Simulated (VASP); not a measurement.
# Ni (P2_1/m) in VASP: a series of runs, part 2 of 2

VASP 6.6.1. The steps go on from the part before.

## (3) Single point, LDA (atoms displaced along several vibrational modes)

File INCAR:

```
SYSTEM = Ni
PREC = Accurate
ENCUT = 520
EDIFF = 1E-6
ISMEAR = 0
SIGMA = 0.15
LREAL = .False.
LASPH = .True.
NELM = 100
ALGO = Fast
ISIF = 2
LWAVE = .False.
LCHARG = .False.
NBANDS = 17
```

File KPOINTS:

```
regular mesh
0
Gamma
  20 20 12
  0 0 0
```

File POSCAR:

```
Ni
1.0
   -1.3590661858      1.3590661858      1.3590661858
    1.3590661858     -1.3590661858      1.3590661858
    2.7181323716      2.7181323716      0.0000000000
Ni
2
Direct
   -0.0306195343     -0.0937305538      0.0000000000
    0.5306195343      0.5937305538      0.5000000000
```

Potentials or basis: VASP PAW LDA potentials, release 64 (Ni).

Run with:

```bash
$ cat potpaw_LDA.64/Ni/POTCAR > POTCAR
$ mpirun -np 1 vasp_std > vasp.out
```

OUTCAR:

```text
SYSTEM = Ni
   PREC = Accurate
   ENCUT = 520
   EDIFF = 1E-6
   ISMEAR = 0
   LREAL = .False.
   LASPH = .True.
   NELM = 100
   ISIF = 2

 ion  position               nearest neighbor table
   1  0.969  0.906  0.000-   2 2.19   2 2.19   2 2.57   2 2.57   2 2.58   2 2.58   2 2.91   2 2.91

   2  0.531  0.594  0.500-   1 2.19   1 2.19   1 2.57   1 2.57   1 2.58   1 2.58   1 2.91   1 2.91

  LATTYP: Found a base centered orthorhombic cell.
 ALAT       =     2.7181323716
 B/A-ratio  =     1.4142135624
 C/A-ratio  =     1.4142135624

  Lattice vectors:

 A1 = (  -1.3590661858,   1.3590661858,   1.3590661858)
 A2 = (   1.3590661858,  -1.3590661858,   1.3590661858)
 A3 = (   2.7181323716,   2.7181323716,   0.0000000000)

Analysis of symmetry for initial positions (statically):
=====================================================================
 Subroutine PRICEL returns:
 Original cell was already a primitive cell.

 Routine SETGRP: Setting up the symmetry group for a
 base centered orthorhombic supercell.

 Subroutine GETGRP returns: Found  4 space group operations
 (whereof  2 operations were pure point group operations)
 out of a pool of  8 trial point group operations.

[... 166 lines left out ...]
 E-fermi :  10.1034     XC(G=0): -14.0747

 val. band max:       10.1032888967   @ k =  -0.4000   0.0500   0.4167
 cond. band min:      10.1034994129   @ k =  -0.4000   0.2000   0.3333
 fundamental gap:      0.0002105162
 Fermi energy:        10.1033722682

 k-point     1 :       0.0000    0.0000    0.0000
  band No.  band energies     occupation
      1       0.7188      2.00000
      2       5.3254      2.00000
      3       7.0382      2.00000
      4       7.5010      2.00000
      5       7.9252      2.00000
      6       8.1558      2.00000
[... 457 lines left out ...]
      4       7.7042      2.00000
      5       7.9263      2.00000
      6       8.1328      2.00000
[... 9 lines left out ...]
     16      35.0719      0.00000
     17      35.8692      0.00000

 [... further k-points ...]

------------------------ aborting loop because EDIFF is reached ----------------------------------------

  FORCE on cell =-STRESS in cart. coord.  units (eV):
  Direction    XX          YY          ZZ          XY          YZ          ZX
  --------------------------------------------------------------------------------------
  -------------------------------------------------------------------------------------
  Total        1.3150654      1.3150654     -0.2361637      0.8016876      0.3259622     -0.3259622
  in kB      104.9170658    104.9170658    -18.8413453     63.9593334     26.0055482    -26.0055463
  external PRESSURE =      63.6642621 kB  Pullay stress =       0.0000000 kB

 VOLUME and BASIS-vectors are now :
 -----------------------------------------------------------------------------
  energy-cutoff  :      520.00
  volume of cell :       20.08
      direct lattice vectors                 reciprocal lattice vectors
    -1.359066186  1.359066186  1.359066186    -0.183949835  0.183949835  0.367899669
     1.359066186 -1.359066186  1.359066186     0.183949835 -0.183949835  0.367899669
     2.718132372  2.718132372  0.000000000     0.183949835  0.183949835  0.000000000

 POSITION                                       TOTAL-FORCE (eV/Angst)
 -----------------------------------------------------------------------------------
     -0.08577      0.08577      2.54913        -0.125513      0.125513      1.391727
      1.44484      1.27329      1.52807         0.125513     -0.125513     -1.391727
 -----------------------------------------------------------------------------------
    total drift:                                0.000000      0.000000      0.000000

  FREE ENERGIE OF THE ION-ELECTRON SYSTEM (eV)
  ---------------------------------------------------
  free  energy   TOTEN  =       -12.7293784922 eV

  energy  without entropy=      -12.6801848372  energy(sigma->0) =      -12.70478166
```

OSZICAR:

```text
N       E                     dE             d eps       ncg     rms          rms(c)
DAV:   1     0.870068279833E+02    0.87007E+02   -0.90342E+03 50020   0.172E+03
DAV:   2    -0.115424936039E+02   -0.98549E+02   -0.92949E+02 48205   0.259E+02
DAV:   3    -0.147640738583E+02   -0.32216E+01   -0.31442E+01 53560   0.617E+01
DAV:   4    -0.148057863934E+02   -0.41713E-01   -0.41694E-01 59783   0.595E+00
DAV:   5    -0.148067523048E+02   -0.96591E-03   -0.96587E-03 54744   0.834E-01    0.151E+01
RMM:   6    -0.132596049852E+02    0.15471E+01   -0.91775E+00 55287   0.414E+01    0.797E+00
RMM:   7    -0.127894656457E+02    0.47014E+00   -0.15413E+00 54568   0.181E+01    0.336E+00
RMM:   8    -0.127329537595E+02    0.56512E-01   -0.48304E-02 63235   0.209E+00    0.654E-01
RMM:   9    -0.127294879968E+02    0.34658E-02   -0.85581E-03 59626   0.132E+00    0.180E-01
RMM:  10    -0.127294348970E+02    0.53100E-04   -0.23501E-03 67400   0.349E-01    0.948E-02
RMM:  11    -0.127293542945E+02    0.80603E-04   -0.48499E-04 57441   0.263E-01    0.833E-03
RMM:  12    -0.127293791670E+02   -0.24873E-04   -0.23582E-04 76212   0.971E-02    0.139E-02
RMM:  13    -0.127293801825E+02   -0.10155E-05   -0.88212E-06 52213   0.233E-02    0.163E-02
RMM:  14    -0.127293785791E+02    0.16034E-05   -0.26608E-06 34259   0.184E-02    0.830E-03
RMM:  15    -0.127293784922E+02    0.86947E-07   -0.93870E-07 28452   0.766E-03
   1 F= -.12729378E+02 E0= -.12704782E+02  d E =-.491937E-01
```

stdout:

```text
POSCAR found type information on POSCAR Ni
 POSCAR found :  1 types and       2 ions
 scaLAPACK will be used
 LDA part: xc-table for (Slater(with rela. corr.)+CA(PZ))
 , standard interpolation
 POSCAR, INCAR and KPOINTS ok, starting setup
 FFT: planning ... GRIDC
 FFT: planning ... GRID_SOFT
 FFT: planning ... GRID
 WAVECAR not read
 entering main loop
WARNING in EDDRMM: call to ZHEGV failed, returncode =   8  4     17
WARNING in EDDRMM: call to ZHEGV failed, returncode =   8  4     16
WARNING in EDDRMM: call to ZHEGV failed, returncode =   8  4     16
WARNING in EDDRMM: call to ZHEGV failed, returncode =   8  4     16
WARNING in EDDRMM: call to ZHEGV failed, returncode =   8  4     14
WARNING in EDDRMM: call to ZHEGV failed, returncode =   8  4     16
WARNING in EDDRMM: call to ZHEGV failed, returncode =   8  4     16
WARNING in EDDRMM: call to ZHEGV failed, returncode =   8  4     15
WARNING in EDDRMM: call to ZHEGV failed, returncode =   6  3     17
WARNING in EDDRMM: call to ZHEGV failed, returncode =   6  3     16
WARNING in EDDRMM: call to ZHEGV failed, returncode =   6  3     17
```

Run time: 10 min. Hardware: 1 thread of Intel Xeon 8259CL, shared host; peak memory 0.47 GiB.

Results:

| Item | Value |
| --- | --- |
| Free energy | -12.7294 eV |
| Pressure | 6.4 GPa |
| Largest force | 1.403 eV/Å |
| Band gap on the k mesh | zero (bands 10 and 11 overlap by 0.87 eV) |

Forces on the atoms (eV/Å):
```
Ni  -0.126  0.126  1.392
Ni   0.126 -0.126 -1.392
```

Caveat: the cell differs from its parent crystal (atoms displaced along several vibrational modes); the stress differs along the axes, from -2 to 10 GPa; the run has no spin polarisation, though such a crystal can be magnetic; forces of over 1 eV/Å act on the atoms, so gaps and moduli don't describe the material at rest. Spin polarisation is off, so any magnetic state and its effect on volume and gap are missing.
